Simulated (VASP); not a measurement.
# H2C19 in VASP: single point with PBEsol

Aim: the single point of H2C19 with PBEsol.

Program: VASP 6.6.1. These are calculated values, not measurements. Logs are shortened: lines on timing, memory, paths and dates and some standing lists are left out, and cuts for length are marked.

## Step 1: The cell of the first run

The cell holds a slab with vacuum, 21 atoms: a = 7.398 Å, b = 7.398 Å, c = 13.000 Å, α = 90.00°, β = 90.00°, γ = 120.00°.

## Step 2: Single point, PBEsol

File INCAR:

```
PREC = Accurate ; ENCUT = 520
EDIFF = 1E-6 ; ISMEAR = -1
SIGMA = 0.02 ; LREAL = Auto
LASPH = True ; NELM = 100
ALGO = Normal ; ISIF = 2
LWAVE = False ; LCHARG = False
GGA = PS ; NBANDS = 55
```

File KPOINTS:

```
regular mesh
0
Gamma
  2 2 1
```

File POSCAR:

```
H2C19
1.0
    7.3980000000      0.0000000000      0.0000000000
   -3.6990000000      6.4068560000      0.0000000000
    0.0000000000      0.0000000000     13.0000000000
C H
19 2
Direct
   -0.0004936861      0.0106281690      0.0541312010
    0.2138197527      0.1356341825      0.0950944952
    0.0076092355      0.3606990038      0.0612770819
    0.2279733464      0.4707190564      0.0593384825
    0.0031006882      0.6851933717      0.0531921036
    0.2216259439      0.7965493936      0.0683684832
    0.3323165166      0.0168167947      0.1108477164
    0.5627052819      0.1341291682      0.0839309001
    0.3373817678      0.3606439097      0.0701820084
    0.5554304255      0.4629814841      0.0666832055
    0.3369655737      0.6932837387      0.0644358409
    0.5604267543      0.8020934941      0.0722905833
    0.6697471522      0.0217102009      0.0831691864
    0.9020056964      0.1366887623      0.0856984775
    0.6683326900      0.3509703588      0.0690514963
    0.8922527248      0.4618588703      0.0570615639
    0.6678968111      0.6859775085      0.0605534455
    0.8858007170      0.7880653684      0.0496917423
    0.0269289844      0.0883143752      0.1651601259
    0.3348925497     -0.0071400176      0.1954356192
   -0.0349844058     -0.0273457035      0.2267139909
```

Potentials or basis: VASP PAW PBE potentials, release 64 (C, H).

Launch:

```sh
$ cat potpaw_PBE.64/C/POTCAR potpaw_PBE.64/H/POTCAR > POTCAR
$ mpirun -np 1 vasp_std > vasp.out
```

OUTCAR:

```text
PREC = Accurate
   ENCUT = 520
   EDIFF = 1E-6
   ISMEAR = -1
   LREAL = Auto
   LASPH = True
   NELM = 100
   ISIF = 2
   GGA = PS

 ion  position               nearest neighbor table
   1  1.000  0.011  0.054-  18 1.43   2 1.48  14 1.49  19 1.53
   2  0.214  0.136  0.095-   1 1.48   9 1.48   7 1.53  19 1.54
   3  0.008  0.361  0.061-  16 1.39   4 1.41  14 1.47
   4  0.228  0.471  0.059-   3 1.41   9 1.41  11 1.43
   5  0.003  0.685  0.053-  18 1.41   6 1.41  16 1.43
   6  0.222  0.797  0.068-  11 1.40   5 1.41   7 1.52
   7  0.332  0.017  0.111-  20 1.12   6 1.52   8 1.52   2 1.53
   8  0.563  0.134  0.084-  15 1.40  13 1.41   7 1.52
   9  0.337  0.361  0.070-  10 1.40   4 1.41   2 1.48
  10  0.555  0.463  0.067-   9 1.40  17 1.43  15 1.44
  11  0.337  0.693  0.064-   6 1.40   4 1.43  12 1.44
  12  0.560  0.802  0.072-  13 1.41  11 1.44  17 1.44
  13  0.670  0.022  0.083-   8 1.41  12 1.41  14 1.49
  14  0.902  0.137  0.086-   3 1.47  13 1.49   1 1.49  19 1.54
  15  0.668  0.351  0.069-   8 1.40  10 1.44  16 1.44
  16  0.892  0.462  0.057-   3 1.39   5 1.43  15 1.44
  17  0.668  0.686  0.061-  18 1.40  10 1.43  12 1.44
  18  0.886  0.788  0.050-  17 1.40   5 1.41   1 1.43
  19  0.027  0.088  0.165-  21 1.09   1 1.53   2 1.54  14 1.54
  20  0.335  0.993  0.195-   7 1.12
  21  0.965  0.973  0.227-  19 1.09

  LATTYP: Found a hexagonal cell.
 ALAT       =     7.3980000000
 C/A-ratio  =     1.7572316842

  Lattice vectors:

 A1 = (   7.3980000000,   0.0000000000,   0.0000000000)
 A2 = (  -3.6990000000,   6.4068560000,   0.0000000000)
 A3 = (   0.0000000000,   0.0000000000,  13.0000000000)

Analysis of symmetry for initial positions (statically):
=====================================================================
 Subroutine PRICEL returns:
 Original cell was already a primitive cell.

 Routine SETGRP: Setting up the symmetry group for a
 hexagonal supercell.

 Subroutine GETGRP returns: Found  1 space group operations
 (whereof  1 operations were pure point group operations)
 out of a pool of 24 trial point group operations.

The static configuration has the point symmetry C_1 .

Analysis of symmetry for dynamics (positions and initial velocities):
=====================================================================
 Subroutine PRICEL returns:
 Original cell was already a primitive cell.

 Routine SETGRP: Setting up the symmetry group for a
 hexagonal supercell.

 Subroutine GETGRP returns: Found  1 space group operations
 (whereof  1 operations were pure point group operations)
 out of a pool of 24 trial point group operations.

The dynamic configuration has the point symmetry C_1 .

 Subroutine INISYM returns: Found  1 space group operations
 (whereof  1 operations are pure point group operations),
 and found     1 'primitive' translations

----------------------------------------------------------------------------------------

                                     Primitive cell

  volume of cell :     616.1730

  direct lattice vectors                    reciprocal lattice vectors
     7.398000000  0.000000000  0.000000000     0.135171668  0.078041398  0.000000000
    -3.699000000  6.406856000  0.000000000     0.000000000  0.156082796  0.000000000
     0.000000000  0.000000000 13.000000000     0.000000000  0.000000000  0.076923077

  length of vectors
     7.398000000  7.398000054 13.000000000     0.156082797  0.156082796  0.076923077

  position of ions in fractional coordinates (direct lattice)
     0.999506314  0.010628169  0.054131201
     0.213819753  0.135634182  0.095094495
     0.007609235  0.360699004  0.061277082
     0.227973346  0.470719056  0.059338483
     0.003100688  0.685193372  0.053192104
     0.221625944  0.796549394  0.068368483
[... 13 lines left out ...]
     0.334892550  0.992859982  0.195435619
     0.965015594  0.972654296  0.226713991

  ion indices of the primitive-cell ions
   primitive index   ion index
                 1           1
                 2           2
                 3           3
                 4           4
                 5           5
                 6           6
[... 13 lines left out ...]
                20          20
                21          21

----------------------------------------------------------------------------------------

 KPOINTS: regular mesh

Automatic generation of k-mesh.
 Grid dimensions read from file:
 generate k-points for:    2    2    1

 Generating k-lattice:

  Cartesian coordinates                     Fractional coordinates (reciprocal lattice)
     0.067585834  0.039020699  0.000000000     0.500000000 -0.000000000  0.000000000
     0.000000000  0.078041398  0.000000000     0.000000000  0.500000000  0.000000000
     0.000000000  0.000000000  0.076923077     0.000000000  0.000000000  1.000000000

  Length of vectors
     0.078041399  0.078041398  0.076923077

  Shift w.r.t. Gamma in fractional coordinates (k-lattice)
     0.000000000  0.000000000  0.000000000

 Subroutine IBZKPT returns following result:
 ===========================================

 Found      4 irreducible k-points:

 Following reciprocal coordinates:
            Coordinates               Weight
  0.000000  0.000000  0.000000      1.000000
  0.500000  0.000000  0.000000      1.000000
  0.000000  0.500000  0.000000      1.000000
  0.500000  0.500000  0.000000      1.000000
   k-points           NKPTS =      4   k-points in BZ     NKDIM =      4   number of bands    NBANDS=     55
   number of dos      NEDOS =    301   number of ions     NIONS =     21
   total plane-waves  NPLWV = 307328
   dimension x,y,z NGX =    56 NGY =   56 NGZ =   98
   dimension x,y,z NGXF=   112 NGYF=  112 NGZF=  196
   ions per type =              19   2
   NGX,Y,Z   is equivalent  to a cutoff of  12.58, 12.58, 12.53 a.u.
   NGXF,Y,Z  is equivalent  to a cutoff of  25.17, 25.17, 25.06 a.u.
 SYSTEM =  unknown system
   PREC   = accura    normal or accurate (medium, high low for compatibility)
   ISTART =      0    job   : 0-new  1-cont  2-samecut
   ICHARG =      2    charge: 1-file 2-atom 10-const
   ISPIN  =      1    spin polarized calculation?
   LNONCOLLINEAR =      F non collinear calculations
   LSORBIT =      F    spin-orbit coupling
   LASPH  =      T    aspherical Exc in radial PAW
   ENCUT  =  520.0 eV  38.22 Ry    6.18 a.u.  13.76 13.76 24.17*2*pi/ulx,y,z
   NELM   =    100;   NELMIN=  2; NELMDL= -5     # of ELM steps
   EDIFF  = 0.1E-05   stopping-criterion for ELM
   LREAL  =      T    real-space projection
   EDIFFG = 0.1E-04   stopping-criterion for IOM
   NSW    =      0    number of steps for IOM
   IBRION =     -1    ionic relax: 0-MD 1-quasi-New 2-CG
   NFREE  =      0    steps in history (QN), initial steepest desc. (CG)
   ISIF   =      2    stress and relaxation
   ISYM   =      2    0-nonsym 1-usesym 2-fastsym
   POTIM  = 0.5000    time-step for ionic-motion
   TEBEG  =    0.0;   TEEND  =   0.0 temperature during run
   PSTRESS=    0.0 pullay stress
   NELECT =      78.0000    total number of electrons
   NUPDOWN=      -1.0000    fix difference up-down
   EMIN   =  10.00;   EMAX   =-10.00  energy-range for DOS
   EFERMI =   0.00;   METHOD = LEGACY
   ISMEAR =    -1;   SIGMA  =   0.02  broadening in eV -4-tet -1-fermi 0-gaus
   EFERMI_NEDOS =   21; number of points for ismear=-14 and -15
   IALGO  =     38    algorithm
   IMIX   =      4    mixing-type and parameters
     AMIX     =   0.40;   BMIX     =  1.00
     AMIX_MAG =   1.60;   BMIX_MAG =  1.00
  volume/ion in A,a.u.               =      29.34       198.01
  Fermi-wavevector in a.u.,A,eV,Ry     =   0.822001  1.553356  9.193253  0.675685
  Thomas-Fermi vector in A             =   1.933259
   LORBIT       =      0    0 simple, 1 ext, 2 COOP (PROOUT), +10 PAW based schemes
   GGA     = PS    functional components
   LHFCALC =     F    Hartree Fock is set to
   AEXX    =    0.0000 exact exchange contribution
   IVDW    =     0    specifies the selected vdW correction
   LEPSILON=     F    determine dielectric tensor
   LRPA    =     F    only Hartree local field effects (RPA)
 non-spin polarized calculation
  energy-cutoff  :      520.00
  volume of cell :      616.17
 maximum number of plane-waves:     16651
 NGX is ok and might be reduce to    56
   NGX = 27   NGY = 27   NGZ = 49

 number of electron      78.0000004 magnetization

 Free energy of the ion-electron system (eV)
  ---------------------------------------------------
  ext. energy  EPLUGINS =         0.00000000
  ---------------------------------------------------
  free energy    TOTEN  =      -184.69283910 eV

  energy without entropy =     -184.69283904  energy(sigma->0) =     -184.69283907

 E-fermi :  -1.6609     XC(G=0):  -3.5993

 val. band max:       -1.9714956051   @ k =   0.5000   0.5000   0.0000
 cond. band min:      -1.3503923689   @ k =   0.5000   0.5000   0.0000
 fundamental gap:      0.6211032362
 Fermi energy:        -1.6609289300

 k-point     1 :       0.0000    0.0000    0.0000
  band No.  band energies     occupation
      1     -22.3565      2.00000
      2     -20.2463      2.00000
      3     -18.6921      2.00000
      4     -18.5772      2.00000
      5     -18.5493      2.00000
      6     -18.5184      2.00000
[... 43 lines left out ...]
     50       3.9940      0.00000
     51       4.1230      0.00000

 k-point     2 :       0.5000    0.0000    0.0000
  band No.  band energies     occupation
      1     -22.2689      2.00000
      2     -20.4086      2.00000
      3     -19.7470      2.00000
      4     -19.2340      2.00000
      5     -17.6255      2.00000
      6     -16.8297      2.00000
[... 43 lines left out ...]
     50       3.9065      0.00000
     51       4.0247      0.00000

 k-point     3 :       0.0000    0.5000    0.0000
  band No.  band energies     occupation
      1     -22.2685      2.00000
      2     -20.4819      2.00000
      3     -19.6169      2.00000
      4     -19.1622      2.00000
      5     -17.8699      2.00000
      6     -16.8831      2.00000
[... 43 lines left out ...]
     50       3.9140      0.00000
     51       4.0349      0.00000

 k-point     4 :       0.5000    0.5000    0.0000
  band No.  band energies     occupation
      1     -22.2669      2.00000
      2     -20.4473      2.00000
      3     -19.6876      2.00000
      4     -19.2268      2.00000
      5     -17.6882      2.00000
      6     -16.8425      2.00000
[... 43 lines left out ...]
     50       3.9597      0.00000
     51       4.0051      0.00000
 [bands above 51 left out]

------------------------ aborting loop because EDIFF is reached ----------------------------------------

  FORCE on cell =-STRESS in cart. coord.  units (eV):
  Direction    XX          YY          ZZ          XY          YZ          ZX
  --------------------------------------------------------------------------------------
  -------------------------------------------------------------------------------------
  Total       -6.4140837      6.9664218      0.1035838      0.7100013      0.0188735      0.0296018
  in kB      -16.6779460     18.1141393      0.2693394      1.8461505      0.0490749      0.0769708
  external PRESSURE =       0.5685109 kB  Pullay stress =       0.0000000 kB

 VOLUME and BASIS-vectors are now :
 -----------------------------------------------------------------------------
  energy-cutoff  :      520.00
  volume of cell :      616.17
      direct lattice vectors                 reciprocal lattice vectors
     7.398000000  0.000000000  0.000000000     0.135171668  0.078041398  0.000000000
    -3.699000000  6.406856000  0.000000000     0.000000000  0.156082796  0.000000000
     0.000000000  0.000000000 13.000000000     0.000000000  0.000000000  0.076923077

 POSITION                                       TOTAL-FORCE (eV/Angst)
 -----------------------------------------------------------------------------------
      7.35503      0.06809      0.70371         0.004586     -0.019845     -0.102078
      1.08013      0.86899      1.23623         0.053798      0.017873     -0.009489
     -1.27793      2.31095      0.79660         0.003802     -0.016944     -0.007087
     -0.05464      3.01583      0.77140         0.005929      0.002456     -0.008654
     -2.51159      4.38994      0.69150         0.005836     -0.008884     -0.011554
     -1.30685      5.10338      0.88879         0.006335      0.013797     -0.006389
[... 13 lines left out ...]
     -1.19505      6.36111      2.54066         0.008042     -0.005200      0.038333
      3.54134      6.23166      2.94728        -0.002537      0.002062      0.005853
 -----------------------------------------------------------------------------------
    total drift:                                0.000681      0.007911      0.015798

  FREE ENERGIE OF THE ION-ELECTRON SYSTEM (eV)
  ---------------------------------------------------
  free  energy   TOTEN  =      -184.6928391026 eV

  energy  without entropy=     -184.6928390428  energy(sigma->0) =     -184.69283907
```

Wall time 6.8 min (1 thread of Intel Xeon Platinum 8259CL at 2.50GHz (Skylake/Cascade Lake), shared host); peak memory 0.62 GiB.

What came out:

```yaml
Free_energy: -184.6928 eV
Largest_force: 0.128 eV/Å
Band_gap_on_the_k_mesh: 0.62 eV
```

Forces in eV/Å, atoms in the order of the input:
```
C    0.005 -0.020 -0.102
C    0.054  0.018 -0.009
C    0.004 -0.017 -0.007
C    0.006  0.002 -0.009
C    0.006 -0.009 -0.012
C    0.006  0.014 -0.006
C   -0.004 -0.004 -0.007
C   -0.019 -0.011  0.012
C    0.000 -0.003  0.001
C   -0.005 -0.006  0.000
C   -0.001  0.002  0.002
C   -0.001 -0.004  0.004
C    0.013  0.008  0.004
C   -0.046  0.002 -0.007
C   -0.007  0.014 -0.011
C   -0.001  0.002  0.000
C   -0.017 -0.002 -0.008
C    0.001 -0.002 -0.016
C    0.000  0.018  0.127
H    0.008 -0.005  0.038
H   -0.003  0.002  0.006
```

Caveat: the k points lie up to 0.49 Å⁻¹ apart; there is no dipole correction, which matters where the two faces differ; the PAW data sets were made with another functional, which shifts forces and pressure a little.
